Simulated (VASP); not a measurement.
# CaO in VASP: further runs

The runs below take CaO through single point, with r2SCAN, PBE.

Program: VASP 6.6.1. These are calculated values, not measurements. Logs are shortened: lines on timing, memory, paths and dates and some standing lists are left out, and cuts for length are marked.

## Step 1: The cell of the first run

Symmetry: I-4m2, No. 119, tetragonal system. The conventional cell has a = 3.499 Å, b = 3.499 Å, c = 5.213 Å, α = 90.00°, β = 90.00°, γ = 90.00°. Ca (site symmetry -4m2) has 4 O at 2.18 Å within 2.9 Å. Within 2.9 Å of O (site symmetry -4m2) lie 4 Ca at 2.18 Å.

## Step 2: Single point, r2SCAN (biaxial xy strain -5.1%)

POSCAR reads:

```
CaO
1.0
    0.0000000000      2.4740490960      2.6067317416
    2.4740490960      0.0000000000      2.6067317416
    2.4740490960      2.4740490960      0.0000000000
Ca O
1 1
Direct
    0.0000000000      0.0000000000      0.0000000000
    0.2500000000      0.2500000000      0.2500000000
```

INCAR.step1 reads:

```
  PREC = Accurate
  ENCUT = 520
  ISMEAR = 0
  SIGMA = 0.01
  LREAL = F
  LASPH = T
  NELM = 60
  NBANDS = 15
  GGA = PE
  ALGO = Normal
  EDIFF = 1E-4
  LWAVE = T
  LCHARG = F
```

INCAR.step2 reads:

```
  PREC = Accurate
  ENCUT = 520
  EDIFF = 1E-6
  ISMEAR = 0
  SIGMA = 0.01
  LREAL = F
  LASPH = T
  NELM = 60
  ALGO = Normal
  ISIF = 2
  LWAVE = F
  LCHARG = F
  METAGGA = R2SCAN
  LMIXTAU = T
  NBANDS = 15
  ISTART = 1
```

KPOINTS reads:

```
Automatic mesh
0
Gamma
  8 8 8
```

Potentials or basis: VASP PAW PBE potentials, release 64 (Ca_sv, O).

Run with:

```bash
> cat potpaw_PBE.64/Ca_sv/POTCAR potpaw_PBE.64/O/POTCAR > POTCAR
> cp INCAR.step1 INCAR
> mpirun -np 1 vasp_std > vasp.out
> cp INCAR.step2 INCAR
> mpirun -np 1 vasp_std > vasp.out
```

OUTCAR:

```text
PREC = Accurate
   ENCUT = 520
   EDIFF = 1E-6
   ISMEAR = 0
   LREAL = F
   LASPH = T
   NELM = 60
   ISIF = 2
   METAGGA = R2SCAN
   ISTART = 1

 ion  position               nearest neighbor table
   1  0.000  0.000  0.000-   2 2.18   2 2.18   2 2.18   2 2.18
   2  0.250  0.250  0.250-   1 2.18   1 2.18   1 2.18   1 2.18

  LATTYP: Found a body centered tetragonal cell.
 ALAT       =     3.4988337855
 C/A-ratio  =     1.4900574885

  Lattice vectors:

 A1 = (  -2.4740490960,   0.0000000000,   2.6067317416)
 A2 = (   2.4740490960,   0.0000000000,   2.6067317416)
 A3 = (   0.0000000000,   2.4740490960,  -2.6067317416)

Analysis of symmetry for initial positions (statically):
=====================================================================
 Subroutine PRICEL returns:
 Original cell was already a primitive cell.

 Routine SETGRP: Setting up the symmetry group for a
 body centered tetragonal supercell.

 Subroutine GETGRP returns: Found  8 space group operations
 (whereof  8 operations were pure point group operations)
 out of a pool of 16 trial point group operations.

The static configuration has the point symmetry D_2d.

Analysis of symmetry for dynamics (positions and initial velocities):
=====================================================================
 Subroutine PRICEL returns:
 Original cell was already a primitive cell.

 Routine SETGRP: Setting up the symmetry group for a
 body centered tetragonal supercell.

 Subroutine GETGRP returns: Found  8 space group operations
 (whereof  8 operations were pure point group operations)
 out of a pool of 16 trial point group operations.

The dynamic configuration has the point symmetry D_2d.

 Subroutine INISYM returns: Found  8 space group operations
 (whereof  8 operations are pure point group operations),
 and found     1 'primitive' translations

----------------------------------------------------------------------------------------

                                     Primitive cell

  volume of cell :      31.9112

  direct lattice vectors                    reciprocal lattice vectors
     0.000000000  2.474049096  2.606731742    -0.202097849  0.202097849  0.191811068
     2.474049096  0.000000000  2.606731742     0.202097849 -0.202097849  0.191811068
     2.474049096  2.474049096  0.000000000     0.202097849  0.202097849 -0.191811068

  length of vectors
     3.593879422  3.593879422  3.498833786     0.344207157  0.344207157  0.344207157

  position of ions in fractional coordinates (direct lattice)
     0.000000000  0.000000000  0.000000000
     0.250000000  0.250000000  0.250000000

  ion indices of the primitive-cell ions
   primitive index   ion index
[... 87 lines left out ...]
   EMIN   =  10.00;   EMAX   =-10.00  energy-range for DOS
   EFERMI =   0.00;   METHOD = LEGACY
   ISMEAR =     0;   SIGMA  =   0.01  broadening in eV -4-tet -1-fermi 0-gaus
   EFERMI_NEDOS =   21; number of points for ismear=-14 and -15
   IALGO  =     38    algorithm
   IMIX   =      4    mixing-type and parameters
     AMIX     =   0.40;   BMIX     =  1.00
     AMIX_MAG =   1.60;   BMIX_MAG =  1.00
  volume/ion in A,a.u.               =      15.96       107.67
  Fermi-wavevector in a.u.,A,eV,Ry     =   1.300570  2.457722 23.014025  1.691483
  Thomas-Fermi vector in A             =   2.431761
   LORBIT       =      0    0 simple, 1 ext, 2 COOP (PROOUT), +10 PAW based schemes
   METAGGA = R2SCAN    functional components
   LHFCALC =     F    Hartree Fock is set to
   AEXX    =    0.0000 exact exchange contribution
   IVDW    =     0    specifies the selected vdW correction
   LEPSILON=     F    determine dielectric tensor
   LRPA    =     F    only Hartree local field effects (RPA)
 non-spin polarized calculation
 Gauss-broadening in eV      SIGMA  =   0.01
  energy-cutoff  :      520.00
  volume of cell :       31.91
 maximum number of plane-waves:       901
   NGX = 13   NGY = 13   NGZ = 13

 number of electron      15.9999999 magnetization

 Free energy of the ion-electron system (eV)
  ---------------------------------------------------
  ext. energy  EPLUGINS =         0.00000000
  ---------------------------------------------------
  free energy    TOTEN  =       -18.80655804 eV

  energy without entropy =      -18.80655804  energy(sigma->0) =      -18.80655804

 E-fermi :   0.8295     XC(G=0): -10.0835

 val. band max:        0.7030049416   @ k =   0.5000   0.5000   0.0000
 cond. band min:       4.7568998487   @ k =   0.0000   0.0000   0.0000
 fundamental gap:      4.0538949071
 Fermi energy:         0.8295070321

 k-point     1 :       0.0000    0.0000    0.0000
  band No.  band energies     occupation
      1     -37.4795      2.00000
      2     -17.5117      2.00000
      3     -17.5117      2.00000
      4     -17.5039      2.00000
      5     -15.2775      2.00000
      6      -0.2077      2.00000
      7      -0.1640      2.00000
      8      -0.1640      2.00000
      9       4.7569      0.00000
     10       9.4772      0.00000
     11       9.9484      0.00000
     12      11.2612      0.00000
     13      11.8075      0.00000
     14      11.8075      0.00000
[... 401 lines left out ...]
      2     -18.5059      2.00000
      3     -17.6223      2.00000
      4     -17.6017      2.00000
      5     -14.3169      2.00000
      6      -0.5647      2.00000
      7       0.0682      2.00000
      8       0.1968      2.00000
      9       7.2491      0.00000
     10       8.5709      0.00000
     11       9.8433      0.00000
     12      10.9287      0.00000
     13      11.6234      0.00000
     14      12.0841      0.00000
     15      14.6364      0.00000

 [... further k-points ...]

------------------------ aborting loop because EDIFF is reached ----------------------------------------

  FORCE on cell =-STRESS in cart. coord.  units (eV):
  Direction    XX          YY          ZZ          XY          YZ          ZX
  --------------------------------------------------------------------------------------
  -------------------------------------------------------------------------------------
  Total        2.3455181      2.3455181      2.3134560      0.0000000     -0.0000000      0.0000000
  in kB      117.7623327    117.7623327    116.1525802      0.0000000     -0.0000000      0.0000000
  external PRESSURE =     117.2257486 kB  Pullay stress =       0.0000000 kB

 VOLUME and BASIS-vectors are now :
 -----------------------------------------------------------------------------
  energy-cutoff  :      520.00
  volume of cell :       31.91
      direct lattice vectors                 reciprocal lattice vectors
     0.000000000  2.474049096  2.606731742    -0.202097849  0.202097849  0.191811068
     2.474049096  0.000000000  2.606731742     0.202097849 -0.202097849  0.191811068
     2.474049096  2.474049096  0.000000000     0.202097849  0.202097849 -0.191811068

 POSITION                                       TOTAL-FORCE (eV/Angst)
 -----------------------------------------------------------------------------------
      0.00000      0.00000      0.00000         0.000000      0.000000      0.000000
      1.23702      1.23702      1.30337        -0.000000     -0.000000     -0.000000
 -----------------------------------------------------------------------------------
    total drift:                               -0.000000     -0.000000     -0.000000

  FREE ENERGIE OF THE ION-ELECTRON SYSTEM (eV)
  ---------------------------------------------------
  free  energy   TOTEN  =       -18.8065580375 eV

  energy  without entropy=      -18.8065580375  energy(sigma->0) =      -18.80655804
```

OUTCAR.step1:

```text
PREC = Accurate
   ENCUT = 520
   ISMEAR = 0
   LREAL = F
   LASPH = T
[... 653 lines left out ...]
 -----------------------------------------------------------------------------------
      0.00000      0.00000      0.00000         0.000000      0.000000      0.000000
      1.23702      1.23702      1.30337        -0.000000     -0.000000      0.000000
 -----------------------------------------------------------------------------------
    total drift:                               -0.000000     -0.000000      0.000000

  FREE ENERGIE OF THE ION-ELECTRON SYSTEM (eV)
  ---------------------------------------------------
  free  energy   TOTEN  =       -12.2868718097 eV

  energy  without entropy=      -12.2868718097  energy(sigma->0) =      -12.28687181
```

Run time: 2.2 min. Hardware: 1 thread of Intel Xeon Platinum 8259CL at 2.50GHz (Skylake/Cascade Lake), shared host; peak memory 0.18 GiB.

Results:

- Free energy: -18.8066 eV
- Pressure: 11.7 GPa
- Band gap on the k mesh: 4.05 eV (least direct gap 4.92 eV)

Caveat: the cell differs from its parent crystal (biaxial xy strain -5.1%); the cell stands under pressure; the structure was generated, so it needn't be the stable form of CaO; the PAW data sets were made with another functional, which shifts forces and pressure a little. A k mesh can miss the band edges.

## Step 3: Single point, PBE (shear xy strain -2.9%)

INCAR reads:

```
PREC     = Accurate       # precision mode
ENCUT    = 520            # plane-wave cutoff, eV
EDIFF    = 1E-7           # SCF threshold, eV
ISMEAR   = -1             # smearing method
SIGMA    = 0.02           # smearing width, eV
LREAL    = False          # projectors in reciprocal space
LASPH    = True           # aspherical terms in the spheres
NELM     = 60             # most SCF steps
ALGO     = Normal         # electronic algorithm
ISIF     = 2              # what is computed and relaxed
LWAVE    = False          # write WAVECAR
LCHARG   = False          # write CHGCAR
GGA      = PE             # functional
NBANDS   = 15             # bands
```

KPOINTS is that of step 2.

POSCAR reads:

```
CaO
1.0
   -0.0374066005      2.6067317416      2.6067317416
    2.6067317416     -0.0374066005      2.6067317416
    2.5693251411      2.5693251411      0.0000000000
Ca O
1 1
Direct
   -0.0025397295     -0.0025397295      0.0025397295
    0.2525397295      0.2525397295      0.2474602705
```

Potentials or basis: VASP PAW PBE potentials, release 64 (Ca_sv, O).

Run with:

```bash
> cat potpaw_PBE.64/Ca_sv/POTCAR potpaw_PBE.64/O/POTCAR > POTCAR
> mpirun -np 1 vasp_std > vasp.out
```

It took 52 s on 1 thread of Intel Xeon Platinum 8259CL at 2.50GHz (Skylake/Cascade Lake), shared host; peak memory 0.19 GiB.

Results (log left out):

* Free energy: -12.4353 eV
* Pressure: 1.8 GPa
* Largest force: 0.004 eV/Å
* Band gap on the k mesh: 3.29 eV (least direct gap 3.90 eV)

Forces on the atoms (eV/Å):
```
Ca   0.000  0.000 -0.004
O    0.000  0.000  0.004
```

Stress tensor (GPa, compression positive):
```
1.85 1.06 0.00
1.06 1.85 0.00
0.00 0.00 1.79
```

Levels at points of the mesh, in eV from the valence-band top:
```
           k point  band 6  band 7  band 8  band 9  band 10  band 11
(0.00, 0.00, 0.00)   -0.70   -0.65   -0.60    3.29     7.93     7.94
(0.50, 0.00, 0.00)   -1.06   -0.38   -0.36    6.09     7.69     7.96
(0.50, 0.50, 0.00)   -1.46   -0.06    0.00    4.90     6.60     8.98
(0.00, 0.00, 0.50)   -0.99   -0.42   -0.41    6.12     7.72     7.93
(0.50, 0.00, 0.50)   -1.46   -0.04   -0.03    4.91     6.60     8.98
```

Caveat: the cell differs from its parent crystal (shear xy strain -2.9%); the structure was generated, so it needn't be the stable form of CaO. A k mesh can miss the band edges.

## Step 4: Single point, r2SCAN (uniaxial z strain +1.2%)

POSCAR reads:

```
CaO
1.0
    0.0000000000      2.6067317416      2.6385338688
    2.6067317416      0.0000000000      2.6385338688
    2.6067317416      2.6067317416      0.0000000000
Ca O
1 1
Direct
    0.0000000000      0.0000000000      0.0000000000
    0.2500000000      0.2500000000      0.2500000000
```

INCAR.step1 reads:

```
ALGO     = Normal         # electronic algorithm
EDIFF    = 1E-4           # SCF threshold, eV
ENCUT    = 520            # plane-wave cutoff, eV
GGA      = PE             # functional
ISMEAR   = 0              # smearing method
LASPH    = True           # aspherical terms in the spheres
LCHARG   = False          # write CHGCAR
LREAL    = False          # projectors in reciprocal space
LWAVE    = True           # write WAVECAR
NBANDS   = 15             # bands
NELM     = 100            # most SCF steps
PREC     = Accurate       # precision mode
SIGMA    = 0.01           # smearing width, eV
```

INCAR.step2 reads:

```
ALGO     = Normal         # electronic algorithm
EDIFF    = 1E-6           # SCF threshold, eV
ENCUT    = 520            # plane-wave cutoff, eV
ISIF     = 2              # what is computed and relaxed
ISMEAR   = 0              # smearing method
ISTART   = 1            
LASPH    = True           # aspherical terms in the spheres
LCHARG   = False          # write CHGCAR
LMIXTAU  = True         
LREAL    = False          # projectors in reciprocal space
LWAVE    = False          # write WAVECAR
METAGGA  = R2SCAN         # meta-GGA
NBANDS   = 15             # bands
NELM     = 100            # most SCF steps
PREC     = Accurate       # precision mode
SIGMA    = 0.01           # smearing width, eV
```

KPOINTS reads:

```
k-points
0
Gamma
  8 8 8
```

Run with:

```bash
> cat potpaw_PBE.64/Ca_sv/POTCAR potpaw_PBE.64/O/POTCAR > POTCAR
> cp INCAR.step1 INCAR
> mpirun -np 1 vasp_std > vasp.out
> cp INCAR.step2 INCAR
> mpirun -np 1 vasp_std > vasp.out
```

Wall time 2.1 min (1 thread of Intel Xeon Platinum 8259CL at 2.50GHz (Skylake/Cascade Lake), shared host); peak memory 0.18 GiB.

The run converged. Its results:

```
Free energy            : -18.9414 eV
Pressure               : -0.1 GPa
Band gap on the k mesh : 3.68 eV (least direct gap 4.29 eV)
```

Stress tensor (GPa, compression positive):
```
-0.06  0.00  0.00
 0.00 -0.06  0.00
 0.00  0.00 -0.26
```

Levels at points of the mesh, in eV from the valence-band top:
```tsv
k point	band 4	band 5	band 6	band 7	band 8	band 9	band 10	band 11	band 12	band 13
(0.00, 0.00, 0.00)	-18.68	-15.74	-0.62	-0.61	-0.61	3.68	8.55	8.64	10.12	10.23
(0.50, 0.00, 0.00)	-18.74	-15.05	-0.99	-0.37	-0.34	6.53	8.46	8.48	8.73	9.99
(0.50, 0.50, 0.00)	-18.82	-14.83	-1.41	0.00	0.00	5.28	7.15	9.66	9.95	9.95
(0.50, 0.00, 0.50)	-18.82	-14.85	-1.40	-0.02	-0.02	5.32	7.17	9.66	9.94	9.97
```

Caveat: the cell differs from its parent crystal (uniaxial z strain +1.2%); the structure was generated, so it needn't be the stable form of CaO; the PAW data sets were made with another functional, which shifts forces and pressure a little.

[end of part 1 of 2]
